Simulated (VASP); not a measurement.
# Re: electric field gradients with PBE

The system is Re.

```xyz
2
Lattice="2.6201 0.0000 0.0000 -1.3101 2.2691 0.0000 0.0000 0.0000 4.1896" Properties=species:S:1:pos:R:3 pbc="T T T"
Re    0.0000    1.5127    1.0474
Re    1.3101    0.7564    3.1422
```

This cell differs from its parent crystal: volume scaled by 1.02.

```
Program                : VASP 6.6.1
Task                   : electric field gradients
Functional             : PBE
Potentials or basis    : VASP PAW PBE potentials, release 64 (Re)
Cutoff                 : 520 eV
k mesh                 : 18 × 18 × 10
Occupations            : fermi-dirac, width 0.05 eV
Spin                   : no spin polarisation
Dipole correction      : no
Further INCAR settings : ALGO = Normal; EDIFF = 1e-08; NBANDS = 14
```

* Pressure: 101.0 GPa
* Band gap on the k mesh: zero (band 7 reaches 12.23 eV, above the bottom of band 8 at 7.79 eV)

Stress tensor (GPa, compression positive):
```
 98.31   0.00   0.00
  0.00  98.31   0.00
  0.00   0.00 106.47
```

Levels at points of the mesh, in eV from the Fermi level:
| k point | band 4 | band 5 | band 6 | band 7 | band 8 | band 9 | band 10 | band 11 |
| --- | --- | --- | --- | --- | --- | --- | --- | --- |
| (0.00, 0.00, 0.00) | -2.12 | -1.92 | -0.99 | -0.99 | 0.06 | 0.06 | 1.28 | 4.17 |
| (0.50, 0.00, 0.00) | -2.64 | -1.72 | -1.51 | -0.59 | 4.97 | 5.71 | 5.72 | 7.72 |
| (0.00, 0.00, 0.50) | -2.79 | -2.30 | -2.30 | -2.30 | -2.30 | 3.24 | 3.24 | 3.24 |
| (0.50, 0.00, 0.50) | -5.15 | 0.37 | 0.37 | 1.41 | 1.41 | 5.40 | 5.40 | 6.06 |

Electric field gradients, principal values (V/Å²):
| atom | least | middle | greatest (by size) |
| --- | --- | --- | --- |
| 1 Re | 53.605 | 53.605 | -107.210 |
| 2 Re | 53.605 | 53.605 | -107.210 |

Wall time 46 s on 1 thread of Intel(R) Xeon(R) 6975P-C (Granite Rapids), with other jobs on the host, peak memory 0.19 GiB.

Caveat: without QUAD_EFG the Cq values of the log hold for a quadrupole moment of 1 mb, not for the nuclei; spin-orbit coupling is left out, which moves the levels of the heavy elements.
